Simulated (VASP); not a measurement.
# B: relaxation of cell and atoms with HSE06

The system is B.

```
B
1.0
     1.88524    0.00000    0.00000
     0.00000    1.88524    0.00000
     0.00000    0.00000    1.88524
B
1
Cartesian
  0.9426 0.9426 0.9426
```

This isn't the form of B at room conditions, which is rhombohedral.

* Program: VASP 6.6.1
* Task: relaxation of cell and atoms
* Functional: HSE06
* Potentials or basis: VASP PAW PBE potentials, release 64 (B)
* Cutoff: 600 eV
* k mesh: 7 × 7 × 7
* Occupations: fermi-dirac, width 0.05 eV
* Spin: no spin polarisation
* Dipole correction: no
* Grid for exact exchange (PRECFOCK): Normal
* Further INCAR settings: ALGO = Normal; EDIFF = 1e-06; IBRION = 2; EDIFFG = -0.01; NSW = 60; ISIF = 3
* Share of exact exchange: 0.25
* Screening parameter: 0.2079 1/Å

```yaml
Relaxed_volume: 6.58 Å³/atom
Relaxed_cell: a = 1.873 Å, b = 1.873 Å, c = 1.873 Å, α = 90.00°, β = 90.00°, γ = 90.00°
Space_group_after_relaxing_to_0.1_Å: Pm-3m (No. 221)
Energy_gained_by_relaxing: 1.8 meV/atom
Ionic_steps: 3
Pressure_after_relaxing: 0.0 GPa
Band_gap_on_the_k_mesh: zero (an odd number of electrons rules out a gap without spin polarisation)
```

Step by step:
```csv
step,energy change (eV),largest force (eV/Å),pressure (GPa),volume (Å³)
1,0.0000,0.0000,-4.58,6.70
2,-0.0014,0.0000,2.27,6.52
3,-0.0018,0.0000,0.02,6.58
```

Final structure:
```cif
data_structure
_symmetry_space_group_name_H-M 'P 1'
_symmetry_Int_Tables_number 1
_cell_length_a 1.8734
_cell_length_b 1.8734
_cell_length_c 1.8734
_cell_angle_alpha 90.000
_cell_angle_beta 90.000
_cell_angle_gamma 90.000
_cell_volume 6.58
loop_
_atom_site_label
_atom_site_type_symbol
_atom_site_fract_x
_atom_site_fract_y
_atom_site_fract_z
_atom_site_occupancy
B1 B 0.50000 0.50000 0.50000 1
```

Levels at points of the mesh, in eV from the Fermi level:
| k point | band 1 | band 2 | band 3 | band 4 | band 5 |
| --- | --- | --- | --- | --- | --- |
| (0.00, 0.00, 0.00) | -18.00 | 15.44 | 15.44 | 15.44 | 25.69 |

Wall time 2.3 min on 1 thread of Intel Xeon 8259CL (shared host), peak memory 0.21 GiB.

Caveat: the k points lie up to 0.48 Å⁻¹ apart in the final cell, too coarse for converged energies and pressures of a metal; the PAW data sets were made with another functional, which shifts forces and pressure a little.
